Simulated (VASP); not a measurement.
## AlIn3Sb2: relaxation of cell and atoms with PBE

The system is AlIn3Sb2.

```
CELL_PARAMETERS angstrom
5.93740 0.00000 0.00000
-2.96870 5.14194 0.00000
0.00000 0.00000 5.81444
ATOMIC_POSITIONS crystal
Al 0.00000 0.00000 0.50000
In 0.50000 0.00000 0.00000
In 0.00000 0.50000 0.00000
In 0.50000 0.50000 0.00000
Sb 0.33333 0.66667 0.50000
Sb 0.66667 0.33333 0.50000
```

The cell was generated, and may not be a known phase.

```json
{"Program": "VASP 6.6.1", "Task": "relaxation of cell and atoms", "Functional": "PBE", "Potentials or basis": "VASP PAW PBE potentials, release 64 (Al, In_d, Sb)", "Cutoff": "600 eV", "k mesh": "6 × 6 × 8", "Occupations": "gaussian, width 0.1 eV", "Spin": "no spin polarisation", "Dipole correction": "no", "Further INCAR settings": "ALGO = Fast; EDIFF = 1e-06; IBRION = 2; EDIFFG = -0.01; NSW = 100; ISIF = 3"}
```

- Relaxed volume: 29.61 Å³/atom
- Relaxed cell: a = 5.924 Å, b = 5.924 Å, c = 5.846 Å, α = 90.00°, β = 90.00°, γ = 120.00°
- Space group after relaxing (to 0.1 Å): P6/mmm (No. 191)
- Energy gained by relaxing: 0.1 meV/atom
- Ionic steps: 3
- Pressure after relaxing: 0.0 GPa
- Band gap on the k mesh: zero (bands 26 and 27 overlap by 2.04 eV)

Step by step:
```tsv
step	energy change (eV)	largest force (eV/Å)	pressure (GPa)	volume (Å³)
1	0.0000	0.0000	0.01	177.51
2	-0.0003	0.0000	0.03	177.55
3	-0.0006	0.0000	0.01	177.64
```

Final structure:
```cif
data_structure
_symmetry_space_group_name_H-M 'P 1'
_symmetry_Int_Tables_number 1
_cell_length_a 5.9236
_cell_length_b 5.9236
_cell_length_c 5.8457
_cell_angle_alpha 90.000
_cell_angle_beta 90.000
_cell_angle_gamma 120.000
_cell_volume 177.64
loop_
_atom_site_label
_atom_site_type_symbol
_atom_site_fract_x
_atom_site_fract_y
_atom_site_fract_z
_atom_site_occupancy
Al1 Al 0.00000 0.00000 0.50000 1
In1 In 0.50000 0.00000 0.00000 1
In2 In 0.00000 0.50000 0.00000 1
In3 In 0.50000 0.50000 0.00000 1
Sb1 Sb 0.33333 0.66667 0.50000 1
Sb2 Sb 0.66667 0.33333 0.50000 1
```

Levels at points of the mesh, in eV from the Fermi level:
```csv
k point,band 23,band 24,band 25,band 26,band 27,band 28,band 29,band 30
"(0.00, 0.00, 0.00)",-2.23,-2.23,-2.02,-0.39,-0.29,-0.29,0.99,0.99
"(0.50, 0.00, 0.00)",-2.41,-1.26,-0.66,-0.11,0.01,0.79,0.94,1.58
"(0.00, 0.00, 0.50)",-2.30,-2.30,-1.51,-1.51,-0.60,-0.60,0.16,0.85
"(0.50, 0.00, 0.50)",-2.19,-0.05,-0.04,0.68,1.20,1.21,2.02,2.51
```

It took 8.8 min on 1 thread of Intel Xeon 8259CL, on a shared host, peak memory 0.49 GiB.

Caveat: spin-orbit coupling is left out, which moves the levels of the heavy elements.
